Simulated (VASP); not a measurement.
Wanted: the native input for a VASP 6.6.1 run.

| Quantity | Value |
| --- | --- |
| Task | single point |
| Functional | PBE |
| Potentials or basis | VASP PAW PBE potentials, release 64 (C, Si, Sn_d) |
| Cutoff | 520 eV |
| k mesh | 2 × 2 × 2, shifted |
| Occupations | gaussian, width 0.1 eV |
| Spin | no spin polarisation |
| Dipole correction | no |
| Further INCAR settings | LREAL = Auto; ALGO = Normal; EDIFF = 1e-07; NBANDS = 131; ISYM = 0 |

The structure of Si4Sn15C lies in POSCAR:

```
Si4Sn15C
1.0
    3.1983346923      3.1796802950      6.1098231002
   -3.1453261435     -3.1662103872      6.0765838719
    9.4586109408     -6.2723907550      3.0796232007
C Si Sn
1 4 15
Direct
    0.4815065718      0.3808978978      0.8016707336
   -0.0193774625      1.0150360329      0.0212245166
    0.8918194590      0.5096872514      0.1810834733
    0.7987037056      0.8533480804      0.1773445180
    0.8864259038      0.3564562219      1.0101856763
    0.1918279372      0.9933253428      0.6136381428
    0.1493574308      0.4755705159      0.8263069107
    0.5831641970      1.0651661943      0.7995362801
    0.4290786416      0.9807144215      0.1883689146
    0.2896972708      0.4896627445      0.3939462003
    0.8061966076     -0.0142767668      0.3725184369
    0.6662700848      0.4865524323      0.6317351430
    0.5301911565      0.4822555077      0.9611708721
    0.5827791135      0.8810607873      0.5996395556
    0.9614333618      0.8801235239      0.8316138666
    0.3570906167      0.8816395308      0.9864596843
    0.6841843938      0.3822648585      0.3889315135
    0.1768673391      0.8760358494      0.3989690811
    0.0677356661      0.3800123559      0.6210738626
    0.2642068495      0.3750702932      0.1767032029
```

These files were run (other wordings do the same):

INCAR

```
SYSTEM = Si4Sn15C
  ALGO = Normal
  EDIFF = 1E-7
  ENCUT = 520
  GGA = PE
  ISIF = 2
  ISMEAR = 0
  ISYM = 0
  LASPH = .True.
  LCHARG = .True.
  LELF = .True.
  LREAL = Auto
  LVHAR = .True.
  LWAVE = .False.
  NBANDS = 131
  NELM = 60
  PREC = Accurate
  SIGMA = 0.1
```

KPOINTS

```
Automatic mesh
0
Gamma
  2 2 2
  0.5 0.5 0.5
```

Potentials or basis: VASP PAW PBE potentials, release 64 (C, Si, Sn_d).

Launch:

```sh
$ cat potpaw_PBE.64/C/POTCAR potpaw_PBE.64/Si/POTCAR potpaw_PBE.64/Sn_d/POTCAR > POTCAR
$ mpirun -np 1 vasp_std > vasp.out
```

Results of the run:

```
Pressure               : -0.1 GPa
Largest force          : 0.033 eV/Å
Band gap on the k mesh : 0.42 eV
```

Caveat: semilocal functionals underestimate gaps, and a narrow one can read as zero; spin-orbit coupling is left out, which moves the levels of the heavy elements; a shifted mesh leaves out Γ, where band edges can lie.

Run time: 18 min on 1 thread of Intel Xeon 8259CL (shared host), peak memory 0.7 GiB.
